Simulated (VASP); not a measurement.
Here is a VASP 6.6.1 calculation.

The input INCAR:

```
ALGO = Normal
EDIFF = 1E-6
ENCUT = 520
GGA = PE
ISIF = 2
ISMEAR = 0
LASPH = True
LCHARG = False
LREAL = False
LWAVE = False
NBANDS = 11
NELM = 60
PREC = Accurate
SIGMA = 0.05
```

The input KPOINTS:

```
k-points
0
Gamma
  6 6 6
```

File POSCAR:

```
Ca
1.0
   -2.2114683294      2.2114683294      2.2114683294
    2.2114683294     -2.2114683294      2.2114683294
    2.2114683294      2.2114683294     -2.2114683294
Ca
1
Direct
    0.0000000000      0.0000000000      0.0000000000
```

Potentials or basis: VASP PAW PBE potentials, release 64 (Ca_sv).

The run is started by

```console
$ cat potpaw_PBE.64/Ca_sv/POTCAR > POTCAR
$ mpirun -np 1 vasp_std > vasp.out
```

What does it give for the pressure?

-0.3 GPa.

Estimate the band gap on the k mesh.

zero (band 5 reaches 2.08 eV, above the bottom of band 6 at 1.86 eV).
